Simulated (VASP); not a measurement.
# HfTl2Ni3 in VASP: single point with PBE

Aim: the single point of HfTl2Ni3 with PBE.

Everything below comes from runs of VASP 6.6.1. Logs are shortened: lines on timing, memory, paths and dates and some standing lists are left out, and cuts for length are marked.

## Step 1: The cell of the first run

The typed cell holds 6 atoms: a = 5.732 Å, b = 5.732 Å, c = 3.595 Å, α = 90.00°, β = 90.00°, γ = 60.00°.

## Step 2: Single point, PBE

File INCAR:

```
SYSTEM = HfTl2Ni3
PREC = Accurate
ENCUT = 520
EDIFF = 1E-6
ISMEAR = -1
SIGMA = 0.1
LREAL = .FALSE.
LASPH = .TRUE.
NELM = 100
ALGO = Fast
ISIF = 2
LWAVE = .FALSE.
LCHARG = .FALSE.
GGA = PE
NBANDS = 42
```

File KPOINTS:

```
regular mesh
0
G
  7 7 9
  0 0 0
```

File POSCAR:

```
HfTl2Ni3
1.0
    2.8658595200      4.9638110000      0.0000000000
   -2.8658595200      4.9638110000      0.0000000000
    0.0000000000      0.0000000000      3.5953510400
Tl Ni Hf
2 3 1
Direct
    0.3333000000      0.3334000000      0.0000000000
    0.6666000000      0.6667000000      0.0000000000
    0.5000000000      0.5000000000      0.5000000000
    0.5000000000      0.0000000000      0.5000000000
    0.0000000000      0.5000000000      0.5000000000
    0.0000000000      0.0000000000      0.0000000000
```

Potentials or basis: VASP PAW PBE potentials, release 64 (Tl_d, Ni, Hf_pv).

Started as:

```
> cat potpaw_PBE.64/Tl_d/POTCAR potpaw_PBE.64/Ni/POTCAR potpaw_PBE.64/Hf_pv/POTCAR > POTCAR
> mpirun -np 1 vasp_std > vasp.out
```

OUTCAR:

```text
SYSTEM = HfTl2Ni3
   PREC = Accurate
   ENCUT = 520
   EDIFF = 1E-6
   ISMEAR = -1
   LREAL = .FALSE.
   LASPH = .TRUE.
   NELM = 100
   ISIF = 2
   GGA = PE

 ion  position               nearest neighbor table
   1  0.333  0.333  0.000-   3 2.44   3 2.44   5 2.44   5 2.44   4 2.44   4 2.44   2 3.31   6 3.31
                             6 3.31   2 3.31   2 3.31   6 3.31
   2  0.667  0.667  0.000-   3 2.44   3 2.44   4 2.44   4 2.44   5 2.44   5 2.44   1 3.31   6 3.31
                             6 3.31   1 3.31   1 3.31   6 3.31
   3  0.500  0.500  0.500-   1 2.44   2 2.44   1 2.44   2 2.44   4 2.87   5 2.87   4 2.87   5 2.87
                             6 3.38   6 3.38   6 3.38   6 3.38
   4  0.500  0.000  0.500-   2 2.44   2 2.44   1 2.44   1 2.44   3 2.87   3 2.87   5 2.87   5 2.87
                             6 3.38   6 3.38   6 3.38   6 3.38
   5  0.000  0.500  0.500-   1 2.44   1 2.44   2 2.44   2 2.44   3 2.87   3 2.87   4 2.87   4 2.87
                             6 3.38   6 3.38   6 3.38   6 3.38
   6  0.000  0.000  0.000-   2 3.31   1 3.31   2 3.31   1 3.31   2 3.31   1 3.31   4 3.38   5 3.38
                             4 3.38   5 3.38   5 3.38   5 3.38   4 3.38   4 3.38   3 3.38   3 3.38

  LATTYP: Found a hexagonal cell.
 ALAT       =     5.7317161856
 C/A-ratio  =     0.6272730407

  Lattice vectors:

 A1 = (   2.8658595200,  -4.9638110000,   0.0000000000)
 A2 = (   2.8658595200,   4.9638110000,   0.0000000000)
 A3 = (   0.0000000000,   0.0000000000,   3.5953510400)

Analysis of symmetry for initial positions (statically):
=====================================================================
 Subroutine PRICEL returns:
 Original cell was already a primitive cell.

 Routine SETGRP: Setting up the symmetry group for a
 hexagonal supercell.

 Subroutine GETGRP returns: Found  4 space group operations
 (whereof  4 operations were pure point group operations)
 out of a pool of 24 trial point group operations.

The static configuration has the point symmetry C_2v.

Analysis of symmetry for dynamics (positions and initial velocities):
=====================================================================
 Subroutine PRICEL returns:
 Original cell was already a primitive cell.

 Routine SETGRP: Setting up the symmetry group for a
 hexagonal supercell.

 Subroutine GETGRP returns: Found  4 space group operations
 (whereof  4 operations were pure point group operations)
 out of a pool of 24 trial point group operations.

The dynamic configuration has the point symmetry C_2v.

 Subroutine INISYM returns: Found  4 space group operations
 (whereof  4 operations are pure point group operations),
 and found     1 'primitive' translations

----------------------------------------------------------------------------------------

                                     Primitive cell

  volume of cell :     102.2919

  direct lattice vectors                    reciprocal lattice vectors
     2.865859520  4.963811000  0.000000000     0.174467728  0.100729057  0.000000000
    -2.865859520  4.963811000  0.000000000    -0.174467728  0.100729057  0.000000000
     0.000000000  0.000000000  3.595351040     0.000000000  0.000000000  0.278136958

  length of vectors
     5.731716186  5.731716186  3.595351040     0.201458013  0.201458013  0.278136958

  position of ions in fractional coordinates (direct lattice)
     0.333300000  0.333400000  0.000000000
     0.666600000  0.666700000  0.000000000
     0.500000000  0.500000000  0.500000000
     0.500000000  1.000000000  0.500000000
     1.000000000  0.500000000  0.500000000
     0.000000000  0.000000000  0.000000000

  ion indices of the primitive-cell ions
   primitive index   ion index
                 1           1
                 2           2
                 3           3
                 4           4
                 5           5
                 6           6

----------------------------------------------------------------------------------------

 KPOINTS: regular mesh

Automatic generation of k-mesh.
 Grid dimensions read from file:
 generate k-points for:    7    7    9

 Generating k-lattice:

  Cartesian coordinates                     Fractional coordinates (reciprocal lattice)
     0.024923961  0.014389865  0.000000000     0.142857143  0.000000000  0.000000000
    -0.024923961  0.014389865  0.000000000     0.000000000  0.142857143  0.000000000
     0.000000000  0.000000000  0.030904106     0.000000000  0.000000000  0.111111111

  Length of vectors
     0.028779716  0.028779716  0.030904106

  Shift w.r.t. Gamma in fractional coordinates (k-lattice)
     0.000000000  0.000000000  0.000000000

 Subroutine IBZKPT returns following result:
 ===========================================

 Found     80 irreducible k-points:

 Following reciprocal coordinates:
            Coordinates               Weight
  0.000000  0.000000  0.000000      1.000000
  0.142857 -0.000000  0.000000      4.000000
  0.142857  0.142857  0.000000      2.000000
  0.285714  0.000000  0.000000      4.000000
  0.285714  0.285714  0.000000      2.000000
  0.428571 -0.000000  0.000000      4.000000
[... 16 lines left out ...]
  0.428571  0.428571  0.111111      4.000000
  0.285714  0.142857  0.111111      8.000000
 [... further k-points ...]
   k-points           NKPTS =     80   k-points in BZ     NKDIM =     80   number of bands    NBANDS=     42
   number of dos      NEDOS =    301   number of ions     NIONS =      6
   total plane-waves  NPLWV =  64512
   dimension x,y,z NGX =    48 NGY =   48 NGZ =   28
   dimension x,y,z NGXF=    96 NGYF=   96 NGZF=   56
   ions per type =               2   3   1
   NGX,Y,Z   is equivalent  to a cutoff of  13.92, 13.92, 12.95 a.u.
   NGXF,Y,Z  is equivalent  to a cutoff of  27.84, 27.84, 25.89 a.u.
 SYSTEM =  HfTl2Ni3
   PREC   = accura    normal or accurate (medium, high low for compatibility)
   ISTART =      0    job   : 0-new  1-cont  2-samecut
   ICHARG =      2    charge: 1-file 2-atom 10-const
   ISPIN  =      1    spin polarized calculation?
   LNONCOLLINEAR =      F non collinear calculations
   LSORBIT =      F    spin-orbit coupling
   LASPH  =      T    aspherical Exc in radial PAW
   ENCUT  =  520.0 eV  38.22 Ry    6.18 a.u.  10.66 10.66  6.68*2*pi/ulx,y,z
   NELM   =    100;   NELMIN=  2; NELMDL= -5     # of ELM steps
   EDIFF  = 0.1E-05   stopping-criterion for ELM
   LREAL  =      F    real-space projection
   EDIFFG = 0.1E-04   stopping-criterion for IOM
   NSW    =      0    number of steps for IOM
   IBRION =     -1    ionic relax: 0-MD 1-quasi-New 2-CG
   NFREE  =      0    steps in history (QN), initial steepest desc. (CG)
   ISIF   =      2    stress and relaxation
   ISYM   =      2    0-nonsym 1-usesym 2-fastsym
   POTIM  = 0.5000    time-step for ionic-motion
   TEBEG  =    0.0;   TEEND  =   0.0 temperature during run
   PSTRESS=    0.0 pullay stress
   NELECT =      66.0000    total number of electrons
   NUPDOWN=      -1.0000    fix difference up-down
   EMIN   =  10.00;   EMAX   =-10.00  energy-range for DOS
   EFERMI =   0.00;   METHOD = LEGACY
   ISMEAR =    -1;   SIGMA  =   0.10  broadening in eV -4-tet -1-fermi 0-gaus
   EFERMI_NEDOS =   21; number of points for ismear=-14 and -15
   IALGO  =     68    algorithm
   IMIX   =      4    mixing-type and parameters
     AMIX     =   0.40;   BMIX     =  1.00
     AMIX_MAG =   1.60;   BMIX_MAG =  1.00
  volume/ion in A,a.u.               =      17.05       115.05
  Fermi-wavevector in a.u.,A,eV,Ry     =   1.414628  2.673260 27.227614  2.001173
  Thomas-Fermi vector in A             =   2.536151
   LORBIT       =      0    0 simple, 1 ext, 2 COOP (PROOUT), +10 PAW based schemes
   GGA     = PE    functional components
   LHFCALC =     F    Hartree Fock is set to
   AEXX    =    0.0000 exact exchange contribution
   IVDW    =     0    specifies the selected vdW correction
   LEPSILON=     F    determine dielectric tensor
   LRPA    =     F    only Hartree local field effects (RPA)
 non-spin polarized calculation
 RMM-DIIS sequential band-by-band and
  energy-cutoff  :      520.00
  volume of cell :      102.29
 maximum number of plane-waves:      2785
 NGX is ok and might be reduce to    48
   NGX = 21   NGY = 21   NGZ = 13

 number of electron      66.0000022 magnetization

 Free energy of the ion-electron system (eV)
  ---------------------------------------------------
  ext. energy  EPLUGINS =         0.00000000
  ---------------------------------------------------
  free energy    TOTEN  =       -27.30727643 eV

  energy without entropy =      -27.07406155  energy(sigma->0) =      -27.19066899

 E-fermi :   8.1282     XC(G=0): -11.8462

 val. band max:        8.1276911733   @ k =   0.2857   0.0000   0.3333
 cond. band min:       8.1293573496   @ k =   0.4286   0.4286   0.3333
 fundamental gap:      0.0016661763
 Fermi energy:         8.1282445436

 k-point     1 :       0.0000    0.0000    0.0000
  band No.  band energies     occupation
      1     -23.9838      2.00000
      2     -23.9838      2.00000
      3     -23.7716      2.00000
      4      -4.2625      2.00000
      5      -3.8686      2.00000
      6      -3.7857      2.00000
[... 34 lines left out ...]
     41      11.6638      0.00000
     42      16.1105      0.00000

 k-point     2 :       0.1429   -0.0000    0.0000
  band No.  band energies     occupation
      1     -23.9840      2.00000
      2     -23.9838      2.00000
      3     -23.7716      2.00000
      4      -4.2462      2.00000
      5      -3.8974      2.00000
      6      -3.8207      2.00000
[... 34 lines left out ...]
     41      11.9655      0.00000
     42      15.6370      0.00000

 k-point     3 :       0.1429    0.1429    0.0000
  band No.  band energies     occupation
      1     -23.9840      2.00000
      2     -23.9838      2.00000
      3     -23.7716      2.00000
      4      -4.2462      2.00000
      5      -3.8974      2.00000
      6      -3.8206      2.00000
[... 897 lines left out ...]
      4      -4.0857      2.00000
      5      -3.9929      2.00000
      6      -3.9154      2.00000
[... 34 lines left out ...]
     41      13.0105      0.00000
     42      13.2431      0.00000

 k-point    24 :       0.2857    0.1429    0.1111
  band No.  band energies     occupation
      1     -23.9831      2.00000
      2     -23.9828      2.00000
      3     -23.7835      2.00000
      4      -4.1438      2.00000
      5      -3.8964      2.00000
      6      -3.8859      2.00000
[... 34 lines left out ...]
     41      12.9024      0.00000
     42      14.0220      0.00000

 [... further k-points ...]

------------------------ aborting loop because EDIFF is reached ----------------------------------------

  FORCE on cell =-STRESS in cart. coord.  units (eV):
  Direction    XX          YY          ZZ          XY          YZ          ZX
  --------------------------------------------------------------------------------------
  -------------------------------------------------------------------------------------
  Total        2.5294666      2.5372054     16.3798661      0.0000000      0.0000000      0.0000000
  in kB       39.6185067     39.7397170    256.5544189      0.0000000      0.0000000      0.0000000
  external PRESSURE =     111.9708809 kB  Pullay stress =       0.0000000 kB

 VOLUME and BASIS-vectors are now :
 -----------------------------------------------------------------------------
  energy-cutoff  :      520.00
  volume of cell :      102.29
      direct lattice vectors                 reciprocal lattice vectors
     2.865859520  4.963811000  0.000000000     0.174467728  0.100729057  0.000000000
    -2.865859520  4.963811000  0.000000000    -0.174467728  0.100729057  0.000000000
     0.000000000  0.000000000  3.595351040     0.000000000  0.000000000  0.278136958

 POSITION                                       TOTAL-FORCE (eV/Angst)
 -----------------------------------------------------------------------------------
     -0.00029      3.30937      0.00000         0.002673     -0.002002      0.000000
     -0.00029      6.61825      0.00000         0.002673      0.002002      0.000000
      0.00000      4.96381      1.79768         0.000828      0.000000      0.000000
      1.43293      2.48191      1.79768        -0.002686      0.002027      0.000000
     -1.43293      2.48191      1.79768        -0.002686     -0.002027      0.000000
      0.00000      0.00000      0.00000        -0.000803      0.000000      0.000000
 -----------------------------------------------------------------------------------
    total drift:                                0.000009      0.000000     -0.000000

  FREE ENERGIE OF THE ION-ELECTRON SYSTEM (eV)
  ---------------------------------------------------
  free  energy   TOTEN  =       -27.3072764264 eV

  energy  without entropy=      -27.0740615460  energy(sigma->0) =      -27.19066899
```

It took 4.9 min on 1 thread of Intel Xeon Platinum 8559C (Emerald Rapids), shared host; peak memory 0.46 GiB.

Results:

| Item | Value |
| --- | --- |
| Free energy | -27.3073 eV |
| Pressure | 11.2 GPa |
| Largest force | 0.003 eV/Å |
| Band gap on the k mesh | zero (bands 33 and 34 overlap by 1.13 eV) |

Forces on the atoms (eV/Å):
```
Tl   0.003 -0.002  0.000
Tl   0.003  0.002  0.000
Ni   0.001  0.000  0.000
Ni  -0.003  0.002  0.000
Ni  -0.003 -0.002  0.000
Hf  -0.001  0.000  0.000
```

Stress tensor (GPa, compression positive):
```
 3.96  0.00  0.00
 0.00  3.97  0.00
 0.00  0.00 25.66
```

Caveat: the cell stands under pressure; spin-orbit coupling is left out, which moves the levels of the heavy elements.
